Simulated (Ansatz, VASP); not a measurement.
# SnO in VASP and in Ansatz

File INCAR:

```
SYSTEM = SnO
PREC = Accurate
ENCUT = 520
EDIFF = 1E-6
ISMEAR = 0
SIGMA = 0.05
LREAL = .FALSE.
LASPH = .TRUE.
NELM = 100
ALGO = Normal
ISIF = 2
LWAVE = .FALSE.
LCHARG = .FALSE.
GGA = PS
NBANDS = 28
```

KPOINTS

```
regular mesh
0
G
  8 6 8
  0 0 0
```

Contents of POSCAR:

```
SnO
1.0
    3.3156061815      0.0000000000      0.0000000000
    0.0000000000      5.7049851891      0.0000000000
    0.0000000000      0.0000000000      3.8941648049
Sn O
2 2
Direct
    0.0000000000      0.2337892808      0.5261742991
    0.5000000000      0.7662107192      0.0261742991
   -0.0533165538      0.9163427630      0.7238267009
    0.4466834462      0.1456299466      0.2238267009
```

Input for Ansatz:

```yaml
crystal:
  lattice:
    - [3.3156061815, 0.0, 0.0]
    - [0.0, 5.7049851891, 0.0]
    - [0.0, 0.0, 3.8941648049]
  atoms:
    - { symbol: Sn, position: [0.0, 0.2337892808, 0.5261742991] }
    - { symbol: Sn, position: [0.5, 0.7662107192, 0.0261742991] }
    - { symbol: O, position: [-0.0533165538, 0.916342763, 0.7238267009] }
    - { symbol: O, position: [0.4466834462, 0.1456299466, 0.2238267009] }
basis:
  ecutwfc: 420
kpoints:
  mp_grid: { grid: [8, 6, 8] }
hamiltonian:
  xc: pbesol
scf:
  occupations: { method: gaussian, width: 0.05 }
output:
  forces: true
  stress: true
  eigenvalues: true
```

Change from the starting cell: all O atoms moved -0.250 Å, as atom 3 along Cartesian [1 -1 0].

Alike in both runs: task single point; functional PBEsol; k mesh 8 × 6 × 8; occupations gaussian, width 0.05 eV; no spin polarisation.

|  | VASP | Ansatz |
| --- | --- | --- |
| version | VASP 6.6.1 | Ansatz 0.2.0 |
| potentials or method | VASP PAW PBE potentials, release 64 (Sn_d, O), cutoff 520 eV | scalar-relativistic, plane waves, PAW |
| valence electrons in the cell | 40 | 40 |

VASP gave:

* gap on the k mesh at the Fermi level (eV): 1.09
* least direct gap on the mesh (eV): 1.55
* pressure (GPa): 3.2
* traceless stress, the component that is largest in VASP (GPa): -5.35
* rms of the force components (eV/Å): 1.309

Question: What did Ansatz give for the same quantities?

Answer: gap on the k mesh at the Fermi level (eV): 1.10; least direct gap on the mesh (eV): 1.56; pressure (GPa): 3.0; traceless stress, the component that is largest in VASP (GPa): -5.22; rms of the force components (eV/Å): 1.286.

VASP's potentials were made for PBE, not for PBEsol. Atom by atom the forces differ by 0.038 eV/Å (rms over components).
